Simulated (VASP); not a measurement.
Input of a VASP 6.6.1 run:

File INCAR:

```
SYSTEM = AlN
ALGO = Normal
EDIFF = 1E-6
ENCUT = 520
GGA = PE
ISIF = 2
ISMEAR = 0
LASPH = .True.
LCHARG = .True.
LELF = .True.
LREAL = .False.
LVHAR = .True.
LWAVE = .False.
NBANDS = 21
NELM = 100
PREC = Accurate
SIGMA = 0.02
```

The input KPOINTS:

```
k-points
0
Gamma
  9 9 4
  0 0 0
```

Contents of POSCAR:

```
AlN
1.0
    3.1135655033      0.0000000000      0.0000000000
   -1.5567827517      2.6964268222      0.0000000000
    0.0000000000      0.0000000000      7.6264669040
Al N
3 3
Direct
    0.0000000000      0.0000000000     -0.0000011951
    0.3333333333      0.6666666667      0.3333321383
    0.6666666667      0.3333333333      0.6666654716
    0.0000000000      0.0000000000      0.2500011951
    0.3333333333      0.6666666667      0.5833345284
    0.6666666667      0.3333333333      0.9166678617
```

Potentials or basis: VASP PAW PBE potentials, release 64 (Al, N).

Launch:

```bash
$ cat potpaw_PBE.64/Al/POTCAR potpaw_PBE.64/N/POTCAR > POTCAR
$ mpirun -np 1 vasp_std > vasp.out
```

Predict the band gap on the k mesh.

3.45 eV.

What does it give for the pressure?

-0.3 GPa.

A k mesh can miss the band edges.
